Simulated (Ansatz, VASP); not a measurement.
**HgTe in VASP and in Ansatz**

```
CELL_PARAMETERS angstrom
0.00000 3.32480 3.32480
3.32480 0.00000 3.32480
3.32480 3.32480 0.00000
ATOMIC_POSITIONS crystal
Hg 0.00000 0.00000 0.00000
Te 0.75000 0.75000 0.75000
```

Alike in both runs: functional PBE; k mesh 12 × 12 × 12; occupations gaussian, width 0.1 eV; no spin polarisation.

Ansatz relaxed the structure, and its values are those at the end. VASP's run is a single point on that final structure, the one shown.

|  | VASP | Ansatz |
| --- | --- | --- |
| version | VASP 6.6.1 | Ansatz 0.2.0 |
| potentials or method | VASP PAW PBE potentials, release 64 (Hg, Te), cutoff 520 eV | scalar-relativistic, plane waves, PAW |
| valence electrons in the cell | 18 | 36 |

```tsv
	VASP	Ansatz	Ansatz less VASP
gap on the k mesh at the Fermi level (eV)	none	none	-
pressure (GPa)	0.1	0.0	-0.04
```

A gap of «none» marks a metal or a gap that the smearing closes. The functional is the same, so the differences come from potentials, cutoffs and numerics. VASP's potentials hold 18 valence electrons a cell and Ansatz's 36, so a difference there can come from the potentials and not from the codes.

Spin-orbit coupling is off throughout.
